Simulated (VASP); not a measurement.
# CdTe (F-43m) in VASP: notebook

The runs below take CdTe through single point, with PBEsol, PBE.

Everything below comes from runs of VASP 6.6.1. Logs are shortened: lines on timing, memory, paths and dates and some standing lists are left out, and cuts for length are marked.

## 1. The cell of the first run

It takes space group F-43m (No. 216, cubic). Conventional cell: a = 6.410 Å, b = 6.410 Å, c = 6.410 Å, α = 90.00°, β = 90.00°, γ = 90.00°. Within 3.7 Å of Te (site symmetry -43m) lie 4 Cd at 2.78 Å. Within 3.7 Å of Cd (site symmetry -43m) lie 4 Te at 2.78 Å.

## 2. Single point, PBEsol, non-collinear spin, zero start, spin-orbit coupling

INCAR reads:

```
PREC = Accurate ; ENCUT = 520
EDIFF = 1E-6 ; ISMEAR = -1
SIGMA = 0.05 ; LREAL = F
LASPH = T ; NELM = 150
ALGO = Normal ; ISIF = 2
LWAVE = F ; LCHARG = F
LNONCOLLINEAR = T ; MAGMOM = 0 0 0 0 0 0
LORBIT = 11 ; LSORBIT = T
GGA_COMPAT = F ; LORBMOM = T
GGA = PS ; NBANDS = 30
```

KPOINTS reads:

```
Automatic mesh
0
Gamma
  5 5 5
```

POSCAR reads:

```
CdTe
1.0
    0.0000000000      3.2050000000      3.2050000000
    3.2050000000      0.0000000000      3.2050000000
    3.2050000000      3.2050000000      0.0000000000
Te Cd
1 1
Direct
    0.7500000000      0.7500000000      0.7500000000
    0.0000000000      0.0000000000      0.0000000000
```

Potentials or basis: VASP PAW PBE potentials, release 64 (Te, Cd).

Launch:

```bash
> cat potpaw_PBE.64/Te/POTCAR potpaw_PBE.64/Cd/POTCAR > POTCAR
> mpirun -np 1 vasp_ncl > vasp.out
```

OUTCAR:

```text
PREC = Accurate
   ENCUT = 520
   EDIFF = 1E-6
   ISMEAR = -1
   LREAL = F
   LASPH = T
   NELM = 150
   ISIF = 2
   LNONCOLLINEAR = T
   LORBIT = 11
   LSORBIT = T
   GGA = PS

 ion  position               nearest neighbor table
   1  0.750  0.750  0.750-   2 2.78   2 2.78   2 2.78   2 2.78
   2  0.000  0.000  0.000-   1 2.78   1 2.78   1 2.78   1 2.78

  LATTYP: Found a face centered cubic cell.
 ALAT       =     6.4100000000

  Lattice vectors:

 A1 = (   0.0000000000,   3.2050000000,   3.2050000000)
 A2 = (   3.2050000000,   0.0000000000,   3.2050000000)
 A3 = (   3.2050000000,   3.2050000000,   0.0000000000)

Analysis of symmetry for initial positions (statically):
=====================================================================
 Subroutine PRICEL returns:
 Original cell was already a primitive cell.

 Routine SETGRP: Setting up the symmetry group for a
 face centered cubic supercell.

 Subroutine GETGRP returns: Found 24 space group operations
 (whereof 24 operations were pure point group operations)
 out of a pool of 48 trial point group operations.

The static configuration has the point symmetry T_d .

Analysis of symmetry for dynamics (positions and initial velocities):
=====================================================================
 Subroutine PRICEL returns:
 Original cell was already a primitive cell.

 Routine SETGRP: Setting up the symmetry group for a
 face centered cubic supercell.

 Subroutine GETGRP returns: Found 24 space group operations
 (whereof 24 operations were pure point group operations)
 out of a pool of 48 trial point group operations.

The dynamic configuration has the point symmetry T_d .

Analysis of structural, dynamic, and magnetic symmetry:
=====================================================================
 Subroutine PRICEL returns:
 Original cell was already a primitive cell.

 Routine SETGRP: Setting up the symmetry group for a
 face centered cubic supercell.

 Subroutine GETGRP returns: Found 24 space group operations
 (whereof 24 operations were pure point group operations)
 out of a pool of 48 trial point group operations.

The overall configuration has the point symmetry T_d .

 Subroutine INISYM returns: Found 24 space group operations
 (whereof 24 operations are pure point group operations),
 and found     1 'primitive' translations
[... 627 lines left out ...]
      4.80750      4.80750      4.80750        -0.000000     -0.000000     -0.000000
      0.00000      0.00000      0.00000         0.000000      0.000000      0.000000
 -----------------------------------------------------------------------------------
    total drift:                               -0.000000     -0.000000     -0.000000

  FREE ENERGIE OF THE ION-ELECTRON SYSTEM (eV)
  ---------------------------------------------------
  free  energy   TOTEN  =        -5.5800718166 eV

  energy  without entropy=       -5.5799679974  energy(sigma->0) =       -5.58001991

 orbital moment (x)

 # of ion     p       d       tot
 ----------------------------------------
  1         0.000   0.000   0.000
  2         0.000   0.000   0.000
 ----------------------------------------
            0.000   0.000   0.000

 orbital moment (y)

 # of ion     p       d       tot
 ----------------------------------------
  1        -0.000   0.000  -0.000
  2        -0.000  -0.000  -0.000
 ----------------------------------------
           -0.000  -0.000  -0.000

 orbital moment (z)

 # of ion     p       d       tot
 ----------------------------------------
  1         0.000  -0.000  -0.000
  2        -0.000  -0.000  -0.000
 ----------------------------------------
           -0.000  -0.000  -0.000

 Spin-Orbit-Coupling matrix elements

 Ion:    1  E_soc:     -0.1929602
 l=   1
     0.0000000    -0.0320786    -0.0320786
    -0.0320786     0.0000000    -0.0320786
    -0.0320786    -0.0320786     0.0000000
 l=   2
     0.0000000    -0.0000325     0.0000000    -0.0000325    -0.0000489
    -0.0000325     0.0000000    -0.0000367    -0.0000325    -0.0000122
     0.0000000    -0.0000367     0.0000000    -0.0000367     0.0000000
    -0.0000325    -0.0000325    -0.0000367     0.0000000    -0.0000122
    -0.0000489    -0.0000122     0.0000000    -0.0000122     0.0000000
 l=   3
     0.0000000     0.0000000     0.0000000     0.0000000     0.0000000     0.0000000     0.0000000
     0.0000000     0.0000000     0.0000000     0.0000000     0.0000000     0.0000000     0.0000000
     0.0000000     0.0000000     0.0000000     0.0000000     0.0000000     0.0000000     0.0000000
     0.0000000     0.0000000     0.0000000     0.0000000     0.0000000     0.0000000     0.0000000
     0.0000000     0.0000000     0.0000000     0.0000000     0.0000000     0.0000000     0.0000000
     0.0000000     0.0000000     0.0000000     0.0000000     0.0000000     0.0000000     0.0000000
     0.0000000     0.0000000     0.0000000     0.0000000     0.0000000     0.0000000     0.0000000

 Ion:    2  E_soc:     -0.0621276
 l=   1
     0.0000000    -0.0033215    -0.0033215
    -0.0033215     0.0000000    -0.0033215
    -0.0033215    -0.0033215     0.0000000
 l=   2
     0.0000000    -0.0014197     0.0000000    -0.0014197    -0.0056133
    -0.0014197     0.0000000    -0.0042100    -0.0014197    -0.0014033
     0.0000000    -0.0042100     0.0000000    -0.0042100     0.0000000
    -0.0014197    -0.0014197    -0.0042100     0.0000000    -0.0014033
    -0.0056133    -0.0014033     0.0000000    -0.0014033     0.0000000
 l=   3
     0.0000000     0.0000000     0.0000000     0.0000000     0.0000000     0.0000000     0.0000000
     0.0000000     0.0000000     0.0000000     0.0000000     0.0000000     0.0000000     0.0000000
     0.0000000     0.0000000     0.0000000     0.0000000     0.0000000     0.0000000     0.0000000
     0.0000000     0.0000000     0.0000000     0.0000000     0.0000000     0.0000000     0.0000000
     0.0000000     0.0000000     0.0000000     0.0000000     0.0000000     0.0000000     0.0000000
     0.0000000     0.0000000     0.0000000     0.0000000     0.0000000     0.0000000     0.0000000
     0.0000000     0.0000000     0.0000000     0.0000000     0.0000000     0.0000000     0.0000000

 total charge

# of ion       s       p       d       tot
------------------------------------------
    1        1.348   2.068   0.024   3.440
    2        0.477   0.341   9.527  10.345
--------------------------------------------------
tot          1.826   2.409   9.551  13.785

 magnetization (x)

# of ion       s       p       d       tot
------------------------------------------
    1        0.000  -0.000  -0.000  -0.000
    2        0.000   0.000   0.000   0.000
--------------------------------------------------
tot          0.000   0.000  -0.000   0.000

 magnetization (y)

# of ion       s       p       d       tot
------------------------------------------
    1        0.000  -0.000   0.000  -0.000
    2        0.000   0.000   0.000   0.000
--------------------------------------------------
tot          0.000   0.000   0.000   0.000

 magnetization (z)

# of ion       s       p       d       tot
------------------------------------------
    1       -0.000  -0.000   0.000  -0.000
    2        0.000   0.000  -0.000   0.000
--------------------------------------------------
tot          0.000   0.000  -0.000   0.000
```

OSZICAR:

```text
N       E                     dE             d eps       ncg     rms          rms(c)
DAV:   1     0.110732661357E+03    0.11073E+03   -0.79685E+03   840   0.104E+03
DAV:   2    -0.667183805398E+00   -0.11140E+03   -0.10653E+03   918   0.265E+02
DAV:   3    -0.578032979719E+01   -0.51131E+01   -0.50803E+01   972   0.571E+01
DAV:   4    -0.584330938766E+01   -0.62980E-01   -0.62964E-01  1030   0.559E+00
DAV:   5    -0.584391930620E+01   -0.60992E-03   -0.60990E-03  1002   0.570E-01    0.644E+00
DAV:   6    -0.559815731056E+01    0.24576E+00   -0.42546E-01   906   0.928E+00    0.502E+00
DAV:   7    -0.558112831155E+01    0.17029E-01   -0.13582E-01   948   0.245E+00    0.251E+00
DAV:   8    -0.558014754975E+01    0.98076E-03   -0.93134E-03   942   0.101E+00    0.108E+00
DAV:   9    -0.557998529712E+01    0.16225E-03   -0.43198E-04   992   0.210E-01    0.341E-01
DAV:  10    -0.558004768477E+01   -0.62388E-04   -0.33654E-04   912   0.184E-01    0.635E-02
DAV:  11    -0.558005910821E+01   -0.11423E-04   -0.30079E-05   992   0.685E-02    0.290E-02
DAV:  12    -0.558007198520E+01   -0.12877E-04   -0.21750E-05   974   0.340E-02    0.221E-02
DAV:  13    -0.558007181665E+01    0.16855E-06   -0.89574E-07   836   0.122E-02
   1 F= -.55800718E+01 E0= -.55800199E+01  d E =-.103819E-03  mag=     0.0000     0.0000     0.0000
```

stdout:

```text
POSCAR found type information on POSCAR TeCd
 POSCAR found :  2 types and       2 ions
 scaLAPACK will be used
 -----------------------------------------------------------------------------
|                                                                             |
|                                                                             |
|     You enforced a specific xc type in the INCAR file but a different       |
|     I HOPE YOU KNOW WHAT YOU ARE DOING!                                     |
|                                                                             |
 -----------------------------------------------------------------------------

 LDA part: xc-table for (Slater+PW92), standard interpolation
 POSCAR, INCAR and KPOINTS ok, starting setup
 FFT: planning ... GRIDC
 FFT: planning ... GRID_SOFT
 FFT: planning ... GRID
 WAVECAR not read
 entering main loop
```

Wall time 62 s (1 thread of Intel Xeon Platinum 8259CL at 2.50GHz (Skylake/Cascade Lake), shared host); peak memory 0.39 GiB.

Results:

- Free energy: -5.5801 eV
- Pressure: 2.0 GPa
- Net moment: 0.00 μB per cell
- Valence electrons inside the program's atomic spheres: Te 3.44; Cd 10.35

Moments on the atoms (μB; x, y, z):
```
Te  0.00 0.00 0.00
Cd  0.00 0.00 0.00
```

Caveat: the PAW data sets were made with another functional, which shifts forces and pressure a little.

[end of part 1 of 2]
